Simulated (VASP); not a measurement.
TlBr, 2 atoms in the cell. Symmetry: Pm-3m, No. 221, cubic system. Conventional cell: a = 3.980 Å, b = 3.980 Å, c = 3.980 Å, α = 90.00°, β = 90.00°, γ = 90.00°. Within 4.5 Å of Tl (site symmetry m-3m) lie 8 Br at 3.45 Å and 6 Tl at 3.98 Å. Br (site symmetry m-3m) has 8 Tl at 3.45 Å and 6 Br at 3.98 Å within 4.5 Å. 

| Quantity | Value |
| --- | --- |
| Program | VASP 6.6.1 |
| Task | relaxation of the atoms |
| Functional | PBE |
| Potentials or basis | VASP PAW PBE potentials, release 64 (Tl_d, Br) |
| Cutoff | 450 eV |
| k mesh | 7 × 7 × 7 |
| Occupations | fermi-dirac, width 0.02 eV |
| Spin | no spin polarisation |
| Dipole correction | no |
| Further INCAR settings | ALGO = Normal; EDIFF = 1e-07; IBRION = 2; EDIFFG = -0.02; NSW = 80 |

Potentials or basis: VASP PAW PBE potentials, release 64 (Tl_d, Br).

Command:

```sh
$ cat potpaw_PBE.64/Tl_d/POTCAR potpaw_PBE.64/Br/POTCAR > POTCAR
$ mpirun -np 1 vasp_std > vasp.out
```

Hardware: 1 thread of Intel(R) Xeon(R) Platinum 8375C CPU @ 2.90GHz (Ice Lake), with other jobs on the host.

Task: How long does it take, and how much memory?

Result: It took 11 s on 1 thread of Intel(R) Xeon(R) Platinum 8375C CPU @ 2.90GHz (Ice Lake) (shared host), peak memory 0.15 GiB. Counts: scf iterations 13, k points 20, ion steps 1.
